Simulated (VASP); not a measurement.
# MgS (P6_3mc) in VASP: further runs

Runs on MgS. Level: PBEsol. Tasks: single point.

Everything below comes from runs of VASP 6.6.1. Logs are shortened: lines on timing, memory, paths and dates and some standing lists are left out, and cuts for length are marked.

## Step 1: The cell of the first run

Symmetry: P6_3mc, No. 186, hexagonal system. Conventional cell: a = 4.035 Å, b = 4.035 Å, c = 5.918 Å, α = 90.00°, β = 90.00°, γ = 120.00°. Mg (site symmetry 3m) has 4 S at 2.27 to 2.43 Å within 3.0 Å. Within 3.0 Å of S (site symmetry 3m) lie 4 Mg at 2.27 to 2.43 Å.

## Step 2: Single point, PBEsol (strain +0.000 along x and y, -0.080 along z)

The input, INCAR:

```
PREC     = Accurate       # precision mode
ENCUT    = 520            # plane-wave cutoff, eV
EDIFF    = 1E-7           # SCF threshold, eV
ISMEAR   = 0              # smearing method
SIGMA    = 0.05           # smearing width, eV
LREAL    = False          # projectors in reciprocal space
LASPH    = True           # aspherical terms in the spheres
NELM     = 100            # most SCF steps
ALGO     = Normal         # electronic algorithm
ISIF     = 2              # what is computed and relaxed
LWAVE    = False          # write WAVECAR
LCHARG   = True           # write CHGCAR
GGA      = PS             # functional
LELF     = True           # ELF
LVHAR    = True         
NBANDS   = 16             # bands
```

The input, KPOINTS:

```
regular mesh
0
Gamma
  6 6 4
```

The input, POSCAR:

```
MgS
1.0
    4.0346224068      0.0000000000      0.0000000000
   -2.0173112034      3.4940854990      0.0000000000
    0.0000000000      0.0000000000      5.9177106456
Mg S
2 2
Direct
    0.6666666667      0.3333333333      0.4957548500
    0.3333333333      0.6666666667      0.9957548500
    0.3333333333      0.6666666667      0.3792441500
    0.6666666667      0.3333333333      0.8792441500
```

Potentials or basis: VASP PAW PBE potentials, release 64 (Mg, S).

Command:

```
$ cat potpaw_PBE.64/Mg/POTCAR potpaw_PBE.64/S/POTCAR > POTCAR
$ mpirun -np 1 vasp_std > vasp.out
```

OUTCAR:

```text
PREC = Accurate
   ENCUT = 520
   EDIFF = 1E-7
   ISMEAR = 0
   LREAL = False
   LASPH = True
   NELM = 100
   ISIF = 2
   GGA = PS

 ion  position               nearest neighbor table
   1  0.667  0.333  0.496-   4 2.27   3 2.43   3 2.43   3 2.43
   2  0.333  0.667  0.996-   3 2.27   4 2.43   4 2.43   4 2.43
   3  0.333  0.667  0.379-   2 2.27   1 2.43   1 2.43   1 2.43
   4  0.667  0.333  0.879-   1 2.27   2 2.43   2 2.43   2 2.43

  LATTYP: Found a hexagonal cell.
 ALAT       =     4.0346224068
 C/A-ratio  =     1.4667322116

  Lattice vectors:

 A1 = (   4.0346224068,   0.0000000000,   0.0000000000)
 A2 = (  -2.0173112034,   3.4940854990,   0.0000000000)
 A3 = (   0.0000000000,   0.0000000000,   5.9177106456)

Analysis of symmetry for initial positions (statically):
=====================================================================
 Subroutine PRICEL returns:
 Original cell was already a primitive cell.

 Routine SETGRP: Setting up the symmetry group for a
 hexagonal supercell.

 Subroutine GETGRP returns: Found 12 space group operations
 (whereof  6 operations were pure point group operations)
 out of a pool of 24 trial point group operations.

The static configuration has the point symmetry C_3v.
 The point group associated with its full space group is C_6v.

Analysis of symmetry for dynamics (positions and initial velocities):
=====================================================================
 Subroutine PRICEL returns:
 Original cell was already a primitive cell.

 Routine SETGRP: Setting up the symmetry group for a
 hexagonal supercell.

 Subroutine GETGRP returns: Found 12 space group operations
 (whereof  6 operations were pure point group operations)
 out of a pool of 24 trial point group operations.

The dynamic configuration has the point symmetry C_3v.
 The point group associated with its full space group is C_6v.

 Subroutine INISYM returns: Found 12 space group operations
 (whereof  6 operations are pure point group operations),
 and found     1 'primitive' translations

----------------------------------------------------------------------------------------

                                     Primitive cell

  volume of cell :      83.4238

  direct lattice vectors                    reciprocal lattice vectors
[... 87 lines left out ...]
   EDIFF  = 0.1E-06   stopping-criterion for ELM
   LREAL  =      F    real-space projection
   EDIFFG = 0.1E-05   stopping-criterion for IOM
   NSW    =      0    number of steps for IOM
   IBRION =     -1    ionic relax: 0-MD 1-quasi-New 2-CG
   NFREE  =      0    steps in history (QN), initial steepest desc. (CG)
   ISIF   =      2    stress and relaxation
   ISYM   =      2    0-nonsym 1-usesym 2-fastsym
   POTIM  = 0.5000    time-step for ionic-motion
   TEBEG  =    0.0;   TEEND  =   0.0 temperature during run
   PSTRESS=    0.0 pullay stress
   NELECT =      16.0000    total number of electrons
   NUPDOWN=      -1.0000    fix difference up-down
   EMIN   =  10.00;   EMAX   =-10.00  energy-range for DOS
   EFERMI =   0.00;   METHOD = LEGACY
   ISMEAR =     0;   SIGMA  =   0.05  broadening in eV -4-tet -1-fermi 0-gaus
   EFERMI_NEDOS =   21; number of points for ismear=-14 and -15
   IALGO  =     38    algorithm
   IMIX   =      4    mixing-type and parameters
     AMIX     =   0.40;   BMIX     =  1.00
     AMIX_MAG =   1.60;   BMIX_MAG =  1.00
  volume/ion in A,a.u.               =      20.86       140.74
  Fermi-wavevector in a.u.,A,eV,Ry     =   0.944100  1.784091 12.127216  0.891325
  Thomas-Fermi vector in A             =   2.071872
   LORBIT       =      0    0 simple, 1 ext, 2 COOP (PROOUT), +10 PAW based schemes
   GGA     = PS    functional components
   LHFCALC =     F    Hartree Fock is set to
   AEXX    =    0.0000 exact exchange contribution
   IVDW    =     0    specifies the selected vdW correction
   LEPSILON=     F    determine dielectric tensor
   LRPA    =     F    only Hartree local field effects (RPA)
 non-spin polarized calculation
 Gauss-broadening in eV      SIGMA  =   0.05
  energy-cutoff  :      520.00
  volume of cell :       83.42
 maximum number of plane-waves:      2273
 NGX is ok and might be reduce to    30
   NGX = 15   NGY = 15   NGZ = 23

 number of electron      16.0000001 magnetization

 Free energy of the ion-electron system (eV)
  ---------------------------------------------------
  ext. energy  EPLUGINS =         0.00000000
  ---------------------------------------------------
  free energy    TOTEN  =       -17.62626245 eV

  energy without entropy =      -17.62626245  energy(sigma->0) =      -17.62626245

 E-fermi :   2.0776     XC(G=0):  -8.8887

 val. band max:        1.8468175920   @ k =   0.0000   0.0000   0.0000
 cond. band min:       5.3565077862   @ k =   0.0000   0.0000   0.0000
 fundamental gap:      3.5096901942
 Fermi energy:         2.0775912745

 k-point     1 :       0.0000    0.0000    0.0000
  band No.  band energies     occupation
      1     -10.0370      2.00000
      2      -8.9624      2.00000
      3      -1.8381      2.00000
      4       0.8353      2.00000
      5       0.8353      2.00000
      6       1.4767      2.00000
[... 376 lines left out ...]
      3      -1.4991      2.00000
      4      -1.4991      2.00000
      5      -0.5164      2.00000
      6      -0.5164      2.00000
[... 8 lines left out ...]
     15      11.0523      0.00000
     16      11.0523      0.00000

------------------------ aborting loop because EDIFF is reached ----------------------------------------

  FORCE on cell =-STRESS in cart. coord.  units (eV):
  Direction    XX          YY          ZZ          XY          YZ          ZX
  --------------------------------------------------------------------------------------
  -------------------------------------------------------------------------------------
  Total        1.0286930      1.0286930      6.7987215      0.0000000      0.0000000      0.0000000
  in kB       19.7563284     19.7563284    130.5712864      0.0000000      0.0000000      0.0000000
  external PRESSURE =      56.6946478 kB  Pullay stress =       0.0000000 kB

 VOLUME and BASIS-vectors are now :
 -----------------------------------------------------------------------------
  energy-cutoff  :      520.00
  volume of cell :       83.42
      direct lattice vectors                 reciprocal lattice vectors
     4.034622407  0.000000000  0.000000000     0.247854669  0.143098960  0.000000000
    -2.017311203  3.494085499  0.000000000     0.000000000  0.286197919  0.000000000
     0.000000000  0.000000000  5.917710646     0.000000000  0.000000000  0.168984268

 POSITION                                       TOTAL-FORCE (eV/Angst)
 -----------------------------------------------------------------------------------
      2.01731      1.16470      2.93373        -0.000000      0.000000     -1.050557
     -0.00000      2.32939      5.89259         0.000000      0.000000     -1.050557
     -0.00000      2.32939      2.24426        -0.000000      0.000000      1.050557
      2.01731      1.16470      5.20311        -0.000000      0.000000      1.050557
 -----------------------------------------------------------------------------------
    total drift:                               -0.000000      0.000000     -0.000259

  FREE ENERGIE OF THE ION-ELECTRON SYSTEM (eV)
  ---------------------------------------------------
  free  energy   TOTEN  =       -17.6262624524 eV

  energy  without entropy=      -17.6262624524  energy(sigma->0) =      -17.62626245
```

OSZICAR:

```text
N       E                     dE             d eps       ncg     rms          rms(c)
DAV:   1     0.612050992477E+02    0.61205E+02   -0.60340E+03   672   0.811E+02
DAV:   2    -0.129885808937E+02   -0.74194E+02   -0.67520E+02   960   0.142E+02
DAV:   3    -0.185461619348E+02   -0.55576E+01   -0.55350E+01   912   0.418E+01
DAV:   4    -0.186084588955E+02   -0.62297E-01   -0.62287E-01   832   0.539E+00
DAV:   5    -0.186095557825E+02   -0.10969E-02   -0.10968E-02   928   0.728E-01    0.571E+00
DAV:   6    -0.177130245688E+02    0.89653E+00   -0.12616E+00   728   0.529E+00    0.422E+00
DAV:   7    -0.176228634740E+02    0.90161E-01   -0.37076E-01   864   0.291E+00    0.302E+00
DAV:   8    -0.176282626517E+02   -0.53992E-02   -0.30571E-02   760   0.109E+00    0.173E+00
DAV:   9    -0.176259795074E+02    0.22831E-02   -0.43539E-03   808   0.415E-01    0.244E-01
DAV:  10    -0.176262834734E+02   -0.30397E-03   -0.10583E-03   856   0.151E-01    0.139E-01
DAV:  11    -0.176262578040E+02    0.25669E-04   -0.11459E-04   840   0.540E-02    0.364E-02
DAV:  12    -0.176262606898E+02   -0.28858E-05   -0.80198E-06   808   0.160E-02    0.515E-03
DAV:  13    -0.176262625005E+02   -0.18107E-05   -0.25825E-06   760   0.896E-03    0.418E-03
DAV:  14    -0.176262623939E+02    0.10657E-06   -0.19140E-07   912   0.228E-03    0.131E-03
DAV:  15    -0.176262624524E+02   -0.58494E-07   -0.54413E-08   560   0.130E-03
   1 F= -.17626262E+02 E0= -.17626262E+02  d E =-.109757E-12
```

stdout:

```text
POSCAR found type information on POSCAR MgS
 POSCAR found :  2 types and       4 ions
 scaLAPACK will be used
 -----------------------------------------------------------------------------
|                                                                             |
|                                                                             |
|     You enforced a specific xc type in the INCAR file but a different       |
|     I HOPE YOU KNOW WHAT YOU ARE DOING!                                     |
|                                                                             |
 -----------------------------------------------------------------------------

 LDA part: xc-table for (Slater+PW92), standard interpolation
 POSCAR, INCAR and KPOINTS ok, starting setup
 FFT: planning ... GRIDC
 FFT: planning ... GRID_SOFT
 FFT: planning ... GRID
 WAVECAR not read
 entering main loop
```

Run time: 53 s. Hardware: 1 thread of AMD EPYC 7R13, shared host; peak memory 0.17 GiB.

What came out:

| Property | Result |
| --- | --- |
| Free energy | -17.6263 eV |
| Pressure | 5.7 GPa |
| Largest force | 1.051 eV/Å |
| Band gap on the k mesh | 3.51 eV, direct |

Forces on the atoms (eV/Å):
```
Mg   0.000  0.000 -1.051
Mg   0.000  0.000 -1.051
S    0.000  0.000  1.051
S    0.000  0.000  1.051
```

Levels at points of the mesh, in eV from the valence-band top:
| k point | band 6 | band 7 | band 8 | band 9 | band 10 | band 11 |
| --- | --- | --- | --- | --- | --- | --- |
| (0.00, 0.00, 0.00) | -0.37 | -0.37 | 0.00 | 3.51 | 4.26 | 7.07 |
| (0.50, 0.00, 0.00) | -1.74 | -1.26 | -0.59 | 4.22 | 5.24 | 5.88 |
| (0.00, 0.00, 0.50) | -0.71 | -0.71 | -0.71 | 4.83 | 4.83 | 7.16 |
| (0.50, 0.00, 0.50) | -1.23 | -0.89 | -0.89 | 4.51 | 4.51 | 6.43 |

Caveat: the cell differs from its parent crystal (strain +0.000 along x and y, -0.080 along z); the PAW data sets were made with another functional, which shifts forces and pressure a little.

## Step 3: Single point, PBEsol (strain +0.000 along x and y, -0.040 along z)

The input, INCAR:

```
PREC = Accurate
ENCUT = 520
EDIFF = 1E-6
ISMEAR = 0
SIGMA = 0.05
LREAL = False
LASPH = True
NELM = 80
ALGO = Normal
ISIF = 2
LWAVE = False
LCHARG = False
GGA = PS
NBANDS = 16
```

The input, KPOINTS:

```
Automatic mesh
0
Gamma
  6 6 4
```

POSCAR, as its differences from that of step 2:

```diff
@@ -4,3 +4,3 @@
    -2.0173112034      3.4940854990      0.0000000000
-    0.0000000000      0.0000000000      5.9177106456
+    0.0000000000      0.0000000000      6.1750024128
 Mg S
```

Potentials or basis: VASP PAW PBE potentials, release 64 (Mg, S).

Command:

```
$ cat potpaw_PBE.64/Mg/POTCAR potpaw_PBE.64/S/POTCAR > POTCAR
$ mpirun -np 1 vasp_std > vasp.out
```

OUTCAR:

```text
PREC = Accurate
   ENCUT = 520
   EDIFF = 1E-6
   ISMEAR = 0
   LREAL = False
   LASPH = True
   NELM = 80
   ISIF = 2
   GGA = PS

 ion  position               nearest neighbor table
   1  0.667  0.333  0.496-   4 2.37   3 2.44   3 2.44   3 2.44
   2  0.333  0.667  0.996-   3 2.37   4 2.44   4 2.44   4 2.44
   3  0.333  0.667  0.379-   2 2.37   1 2.44   1 2.44   1 2.44
   4  0.667  0.333  0.879-   1 2.37   2 2.44   2 2.44   2 2.44

  LATTYP: Found a hexagonal cell.
[... 594 lines left out ...]
  FORCE on cell =-STRESS in cart. coord.  units (eV):
  Direction    XX          YY          ZZ          XY          YZ          ZX
  --------------------------------------------------------------------------------------
  -------------------------------------------------------------------------------------
  Total        0.4044420      0.4044420      2.6960804      0.0000000     -0.0000000      0.0000000
  in kB        7.4437758      7.4437758     49.6214979      0.0000000     -0.0000000      0.0000000
  external PRESSURE =      21.5030165 kB  Pullay stress =       0.0000000 kB

 VOLUME and BASIS-vectors are now :
 -----------------------------------------------------------------------------
  energy-cutoff  :      520.00
  volume of cell :       87.05
      direct lattice vectors                 reciprocal lattice vectors
     4.034622407  0.000000000  0.000000000     0.247854669  0.143098960  0.000000000
    -2.017311203  3.494085499  0.000000000     0.000000000  0.286197919  0.000000000
     0.000000000  0.000000000  6.175002413     0.000000000  0.000000000  0.161943257

 POSITION                                       TOTAL-FORCE (eV/Angst)
 -----------------------------------------------------------------------------------
      2.01731      1.16470      3.06129         0.000000      0.000000     -0.359817
     -0.00000      2.32939      6.14879        -0.000000      0.000000     -0.359817
     -0.00000      2.32939      2.34183         0.000000     -0.000000      0.359817
      2.01731      1.16470      5.42933        -0.000000      0.000000      0.359817
 -----------------------------------------------------------------------------------
    total drift:                               -0.000000      0.000000      0.000870

  FREE ENERGIE OF THE ION-ELECTRON SYSTEM (eV)
  ---------------------------------------------------
  free  energy   TOTEN  =       -17.8253571952 eV

  energy  without entropy=      -17.8253571952  energy(sigma->0) =      -17.82535720
```

OSZICAR:

```text
N       E                     dE             d eps       ncg     rms          rms(c)
DAV:   1     0.604942525737E+02    0.60494E+02   -0.59496E+03   672   0.803E+02
DAV:   2    -0.130062720080E+02   -0.73501E+02   -0.67080E+02  1008   0.139E+02
DAV:   3    -0.187110490802E+02   -0.57048E+01   -0.56785E+01   920   0.412E+01
DAV:   4    -0.187770133244E+02   -0.65964E-01   -0.65955E-01   800   0.552E+00
DAV:   5    -0.187781572038E+02   -0.11439E-02   -0.11438E-02   928   0.733E-01    0.546E+00
DAV:   6    -0.179015991334E+02    0.87656E+00   -0.12768E+00   728   0.524E+00    0.403E+00
DAV:   7    -0.178212367587E+02    0.80362E-01   -0.34150E-01   872   0.274E+00    0.288E+00
DAV:   8    -0.178274080144E+02   -0.61713E-02   -0.29516E-02   744   0.109E+00    0.175E+00
DAV:   9    -0.178251082472E+02    0.22998E-02   -0.40906E-03   768   0.409E-01    0.344E-01
DAV:  10    -0.178253479360E+02   -0.23969E-03   -0.10444E-03   904   0.148E-01    0.748E-02
DAV:  11    -0.178253539073E+02   -0.59713E-05   -0.62238E-05   816   0.414E-02    0.465E-02
DAV:  12    -0.178253560297E+02   -0.21224E-05   -0.76582E-06   816   0.152E-02    0.387E-03
DAV:  13    -0.178253573287E+02   -0.12990E-05   -0.13066E-06   776   0.631E-03    0.454E-03
DAV:  14    -0.178253571952E+02    0.13352E-06   -0.14354E-07   440   0.203E-03
   1 F= -.17825357E+02 E0= -.17825357E+02  d E =-.188605E-10
```

Wall time 53 s (1 thread of AMD EPYC 7R13, shared host); peak memory 0.17 GiB.

Results:

| Item | Value |
| --- | --- |
| Free energy | -17.8254 eV |
| Pressure | 2.2 GPa |
| Largest force | 0.360 eV/Å |
| Band gap on the k mesh | 3.39 eV, direct |

Forces in eV/Å, atoms in the order of the input:
```
Mg   0.000  0.000 -0.360
Mg   0.000  0.000 -0.360
S    0.000  0.000  0.360
S    0.000  0.000  0.360
```

Levels at points of the mesh, in eV from the valence-band top:
| k point | band 5 | band 6 | band 7 | band 8 | band 9 | band 10 | band 11 | band 12 |
| --- | --- | --- | --- | --- | --- | --- | --- | --- |
| (0.00, 0.00, 0.00) | -0.79 | -0.27 | -0.27 | 0.00 | 3.39 | 4.41 | 7.23 | 7.23 |
| (0.50, 0.00, 0.00) | -2.12 | -1.49 | -1.11 | -0.54 | 4.40 | 5.13 | 5.79 | 7.23 |
| (0.00, 0.00, 0.50) | -0.54 | -0.54 | -0.54 | -0.54 | 4.80 | 4.80 | 7.35 | 7.35 |
| (0.50, 0.00, 0.50) | -1.07 | -1.07 | -0.86 | -0.86 | 4.50 | 4.50 | 6.28 | 6.28 |

Caveat: the cell differs from its parent crystal (strain +0.000 along x and y, -0.040 along z); the PAW data sets were made with another functional, which shifts forces and pressure a little.
